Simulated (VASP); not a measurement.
# AgI (P6_3mc) in VASP: notebook

AgI is run at these levels: PBE, r2SCAN; tasks: single point.

Program: VASP 6.6.1. These are calculated values, not measurements. Logs are shortened: lines on timing, memory, paths and dates and some standing lists are left out, and cuts for length are marked.

**1. The cell of the first run**

It takes space group P6_3mc (No. 186, hexagonal). Conventional cell: a = 4.651 Å, b = 4.651 Å, c = 7.713 Å, α = 90.00°, β = 90.00°, γ = 120.00°. Ag (site symmetry 3m) has 4 I at 2.86 Å within 3.8 Å. Within 3.8 Å of I (site symmetry 3m) lie 4 Ag at 2.86 Å.

**2. Single point, PBE (uniaxial z strain +1.5%)**

INCAR reads:

```
SYSTEM = AgI
PREC     = Accurate       ! precision mode
ENCUT    = 500            ! plane-wave cutoff, eV
EDIFF    = 1E-6           ! SCF threshold, eV
ISMEAR   = -1             ! smearing method
SIGMA    = 0.02           ! smearing width, eV
LREAL    = .False.        ! projectors in reciprocal space
LASPH    = .True.         ! aspherical terms in the spheres
NELM     = 120            ! most SCF steps
ALGO     = Normal         ! electronic algorithm
ISIF     = 2              ! what is computed and relaxed
LWAVE    = .False.        ! write WAVECAR
LCHARG   = .False.        ! write CHGCAR
GGA      = PE             ! functional
NBANDS   = 26             ! bands
GGA_COMPAT= .False.
```

KPOINTS reads:

```
Automatic mesh
0
Gamma
  6 6 4
  0 0 0
```

POSCAR reads:

```
AgI
1.0
    4.6508717364      0.0000000000      0.0000000000
   -2.3254358682      4.0277730735      0.0000000000
    0.0000000000      0.0000000000      7.7132860812
Ag I
2 2
Direct
    0.3333333333      0.6666666667      0.0020376146
    0.6666666667      0.3333333333      0.5020376146
    0.3333333333      0.6666666667      0.3729623854
    0.6666666667      0.3333333333      0.8729623854
```

Potentials or basis: VASP PAW PBE potentials, release 64 (Ag, I).

Command:

```sh
$ cat potpaw_PBE.64/Ag/POTCAR potpaw_PBE.64/I/POTCAR > POTCAR
$ mpirun -np 1 vasp_std > vasp.out
```

OUTCAR:

```text
SYSTEM = AgI
   PREC = Accurate
   ENCUT = 500
   EDIFF = 1E-6
   ISMEAR = -1
   LREAL = .False.
   LASPH = .True.
   NELM = 120
   ISIF = 2
   GGA = PE

 ion  position               nearest neighbor table
   1  0.333  0.667  0.002-   3 2.86   4 2.86   4 2.86   4 2.86
   2  0.667  0.333  0.502-   4 2.86   3 2.86   3 2.86   3 2.86
   3  0.333  0.667  0.373-   1 2.86   2 2.86   2 2.86   2 2.86
   4  0.667  0.333  0.873-   2 2.86   1 2.86   1 2.86   1 2.86

  LATTYP: Found a hexagonal cell.
 ALAT       =     4.6508717364
 C/A-ratio  =     1.6584602884

  Lattice vectors:

 A1 = (   4.6508717364,   0.0000000000,   0.0000000000)
 A2 = (  -2.3254358682,   4.0277730735,   0.0000000000)
 A3 = (   0.0000000000,   0.0000000000,   7.7132860812)

Analysis of symmetry for initial positions (statically):
=====================================================================
 Subroutine PRICEL returns:
 Original cell was already a primitive cell.

 Routine SETGRP: Setting up the symmetry group for a
 hexagonal supercell.

 Subroutine GETGRP returns: Found 12 space group operations
 (whereof  6 operations were pure point group operations)
 out of a pool of 24 trial point group operations.

The static configuration has the point symmetry C_3v.
 The point group associated with its full space group is C_6v.

Analysis of symmetry for dynamics (positions and initial velocities):
=====================================================================
 Subroutine PRICEL returns:
 Original cell was already a primitive cell.

 Routine SETGRP: Setting up the symmetry group for a
 hexagonal supercell.

 Subroutine GETGRP returns: Found 12 space group operations
 (whereof  6 operations were pure point group operations)
 out of a pool of 24 trial point group operations.

The dynamic configuration has the point symmetry C_3v.
 The point group associated with its full space group is C_6v.

 Subroutine INISYM returns: Found 12 space group operations
 (whereof  6 operations are pure point group operations),
 and found     1 'primitive' translations

----------------------------------------------------------------------------------------

                                     Primitive cell

  volume of cell :     144.4903

  direct lattice vectors                    reciprocal lattice vectors
[... 85 lines left out ...]
   ENCUT  =  500.0 eV  36.75 Ry    6.06 a.u.   8.48  8.48 14.06*2*pi/ulx,y,z
   NELM   =    120;   NELMIN=  2; NELMDL= -5     # of ELM steps
   EDIFF  = 0.1E-05   stopping-criterion for ELM
   LREAL  =      F    real-space projection
   EDIFFG = 0.1E-04   stopping-criterion for IOM
   NSW    =      0    number of steps for IOM
   IBRION =     -1    ionic relax: 0-MD 1-quasi-New 2-CG
   NFREE  =      0    steps in history (QN), initial steepest desc. (CG)
   ISIF   =      2    stress and relaxation
   ISYM   =      2    0-nonsym 1-usesym 2-fastsym
   POTIM  = 0.5000    time-step for ionic-motion
   TEBEG  =    0.0;   TEEND  =   0.0 temperature during run
   PSTRESS=    0.0 pullay stress
   NELECT =      36.0000    total number of electrons
   NUPDOWN=      -1.0000    fix difference up-down
   EMIN   =  10.00;   EMAX   =-10.00  energy-range for DOS
   EFERMI =   0.00;   METHOD = LEGACY
   ISMEAR =    -1;   SIGMA  =   0.02  broadening in eV -4-tet -1-fermi 0-gaus
   EFERMI_NEDOS =   21; number of points for ismear=-14 and -15
   IALGO  =     38    algorithm
   IMIX   =      4    mixing-type and parameters
     AMIX     =   0.40;   BMIX     =  1.00
     AMIX_MAG =   1.60;   BMIX_MAG =  1.00
  volume/ion in A,a.u.               =      36.12       243.77
  Fermi-wavevector in a.u.,A,eV,Ry     =   1.030140  1.946681 14.438333  1.061188
  Thomas-Fermi vector in A             =   2.164223
   LORBIT       =      0    0 simple, 1 ext, 2 COOP (PROOUT), +10 PAW based schemes
   GGA     = PE    functional components
   LHFCALC =     F    Hartree Fock is set to
   AEXX    =    0.0000 exact exchange contribution
   IVDW    =     0    specifies the selected vdW correction
   LEPSILON=     F    determine dielectric tensor
   LRPA    =     F    only Hartree local field effects (RPA)
 non-spin polarized calculation
  energy-cutoff  :      500.00
  volume of cell :      144.49
 maximum number of plane-waves:      3724
 NGX is ok and might be reduce to    36
   NGX = 17   NGY = 17   NGZ = 29

 number of electron      36.0000004 magnetization

 Free energy of the ion-electron system (eV)
  ---------------------------------------------------
  ext. energy  EPLUGINS =         0.00000000
  ---------------------------------------------------
  free energy    TOTEN  =        -9.57880930 eV

  energy without entropy =       -9.57880930  energy(sigma->0) =       -9.57880930

 E-fermi :   2.9525     XC(G=0):  -8.1828

 val. band max:        2.5560896609   @ k =   0.0000   0.0000   0.0000
 cond. band min:       3.9153345234   @ k =   0.0000   0.0000   0.0000
 fundamental gap:      1.3592448624
 Fermi energy:         2.9524692676

 k-point     1 :       0.0000    0.0000    0.0000
  band No.  band energies     occupation
      1      -9.9669      2.00000
      2      -9.7233      2.00000
      3      -1.3675      2.00000
      4      -1.3257      2.00000
      5      -1.3257      2.00000
      6      -1.2722      2.00000
[... 598 lines left out ...]
     25      10.7582      0.00000
     26      10.7582      0.00000

------------------------ aborting loop because EDIFF is reached ----------------------------------------

  FORCE on cell =-STRESS in cart. coord.  units (eV):
  Direction    XX          YY          ZZ          XY          YZ          ZX
  --------------------------------------------------------------------------------------
  -------------------------------------------------------------------------------------
  Total        0.2049546      0.2049546     -0.0046510      0.0000000      0.0000000      0.0000000
  in kB        2.2726340      2.2726340     -0.0515721      0.0000000      0.0000000      0.0000000
  external PRESSURE =       1.4978987 kB  Pullay stress =       0.0000000 kB

 VOLUME and BASIS-vectors are now :
 -----------------------------------------------------------------------------
  energy-cutoff  :      500.00
  volume of cell :      144.49
      direct lattice vectors                 reciprocal lattice vectors
     4.650871736  0.000000000  0.000000000     0.215013455  0.124138076  0.000000000
    -2.325435868  4.027773073  0.000000000     0.000000000  0.248276152  0.000000000
     0.000000000  0.000000000  7.713286081     0.000000000  0.000000000  0.129646429

 POSITION                                       TOTAL-FORCE (eV/Angst)
 -----------------------------------------------------------------------------------
     -0.00000      2.68518      0.01572         0.000000      0.000000     -0.003495
      2.32544      1.34259      3.87236        -0.000000     -0.000000     -0.003495
     -0.00000      2.68518      2.87677         0.000000     -0.000000      0.003495
      2.32544      1.34259      6.73341        -0.000000      0.000000      0.003495
 -----------------------------------------------------------------------------------
    total drift:                               -0.000000      0.000000     -0.001036

  FREE ENERGIE OF THE ION-ELECTRON SYSTEM (eV)
  ---------------------------------------------------
  free  energy   TOTEN  =        -9.5788092979 eV

  energy  without entropy=       -9.5788092979  energy(sigma->0) =       -9.57880930
```

stdout:

```text
POSCAR found type information on POSCAR AgI
 POSCAR found :  2 types and       4 ions
 scaLAPACK will be used
 LDA part: xc-table for (Slater+PW92), standard interpolation
 POSCAR, INCAR and KPOINTS ok, starting setup
 FFT: planning ... GRIDC
 FFT: planning ... GRID_SOFT
 FFT: planning ... GRID
 WAVECAR not read
 entering main loop
```

Run time: 62 s. Hardware: 1 thread of Intel Xeon Platinum 8259CL at 2.50GHz (Skylake/Cascade Lake), shared host; peak memory 0.28 GiB.

What came out:

| Item | Value |
| --- | --- |
| Free energy | -9.5788 eV |
| Pressure | 0.1 GPa |
| Largest force | 0.003 eV/Å |
| Band gap on the k mesh | 1.36 eV, direct |

Forces on the atoms (eV/Å):
```
Ag   0.000  0.000 -0.003
Ag   0.000  0.000 -0.003
I    0.000  0.000  0.003
I    0.000  0.000  0.003
```

Caveat: the cell differs from its parent crystal (uniaxial z strain +1.5%); spin-orbit coupling is left out, which moves the levels of the heavy elements.

**3. Single point, PBE (strain +1.0%)**

INCAR reads:

```
PREC = Accurate ; ENCUT = 500
EDIFF = 1E-6 ; ISMEAR = -1
SIGMA = 0.02 ; LREAL = F
LASPH = T ; NELM = 120
ALGO = Normal ; ISIF = 2
LWAVE = F ; LCHARG = F
GGA = PE ; NBANDS = 26
GGA_COMPAT = F
```

KPOINTS reads:

```
regular mesh
0
Gamma
  6 6 4
```

POSCAR reads:

```
AgI
1.0
    4.6973804538      0.0000000000      0.0000000000
   -2.3486902269      4.0680508042      0.0000000000
    0.0000000000      0.0000000000      7.6752895980
Ag I
2 2
Direct
    0.3333333333      0.6666666667      0.0000048555
    0.6666666667      0.3333333333      0.5000048555
    0.3333333333      0.6666666667      0.3749951445
    0.6666666667      0.3333333333      0.8749951445
```

Potentials or basis: VASP PAW PBE potentials, release 64 (Ag, I).

Command:

```sh
$ cat potpaw_PBE.64/Ag/POTCAR potpaw_PBE.64/I/POTCAR > POTCAR
$ mpirun -np 1 vasp_std > vasp.out
```

Wall time 76 s (1 thread of Intel Xeon Platinum 8259CL at 2.50GHz (Skylake/Cascade Lake), shared host); peak memory 0.28 GiB.

It converged, with:

- Free energy: -9.5796 eV
- Pressure: -0.2 GPa
- Band gap on the k mesh: 1.37 eV, direct

Levels at points of the mesh, in eV from the valence-band top:
```tsv
k point	band 14	band 15	band 16	band 17	band 18	band 19	band 20	band 21	band 22	band 23
(0.00, 0.00, 0.00)	-0.63	-0.63	-0.06	0.00	0.00	1.37	2.67	5.85	5.85	6.01
(0.50, 0.00, 0.00)	-2.38	-1.96	-1.57	-0.90	-0.63	3.31	3.65	4.92	5.79	6.32
(0.00, 0.00, 0.50)	-1.54	-0.32	-0.32	-0.32	-0.32	2.63	2.63	5.65	5.65	6.14
(0.50, 0.00, 0.50)	-2.55	-1.09	-1.09	-1.09	-1.09	3.31	3.31	4.95	4.95	7.26
```

Caveat: the cell differs from its parent crystal (strain +1.0%); spin-orbit coupling is left out, which moves the levels of the heavy elements.

(Part 1 of 2 ends here.)
